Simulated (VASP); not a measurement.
Here is a VASP 6.6.1 calculation.

File INCAR:

```
PREC = Accurate
ENCUT = 520
EDIFF = 1E-7
ISMEAR = -1
SIGMA = 0.15
LREAL = False
LASPH = True
NELM = 80
ALGO = Normal
ISIF = 2
LWAVE = False
LCHARG = False
GGA = PE
NBANDS = 35
```

KPOINTS

```
Automatic mesh
0
Gamma
  4 4 1
```

POSCAR

```
WS2
1.0
    3.1702880000      0.0277630000     -0.0133480000
   -1.5611010000      2.6946760000      0.0184210000
   -0.0524690000      0.0533190000     12.5013270000
W S
2 4
Direct
    0.5293800000      0.8361690000      0.1991750000
    0.8714090000      0.5104020000      0.6985770000
    0.5462930000      0.8291200000      0.5567990000
    0.8838410000      0.5154690000      0.0637040000
    0.5504350000      0.8268890000      0.8186420000
    0.9271880000      0.4982440000      0.3193170000
```

Potentials or basis: VASP PAW PBE potentials, release 64 (W_sv, S).

Command:

```sh
$ cat potpaw_PBE.64/W_sv/POTCAR potpaw_PBE.64/S/POTCAR > POTCAR
$ mpirun -np 1 vasp_std > vasp.out
```

(1) Estimate the pressure.

(2) Predict the largest force.

(3) What does it give for the band gap on the k mesh?

Results:

(1) 2.0 GPa.

(2) 4.455 eV/Å.

(3) 1.07 eV, indirect (least direct gap 1.72 eV).

Caveat: the k points lie up to 0.58 Å⁻¹ apart; spin-orbit coupling is left out, which moves the levels of the heavy elements; forces of over 1 eV/Å act on the atoms, so gaps and moduli don't describe the material at rest.
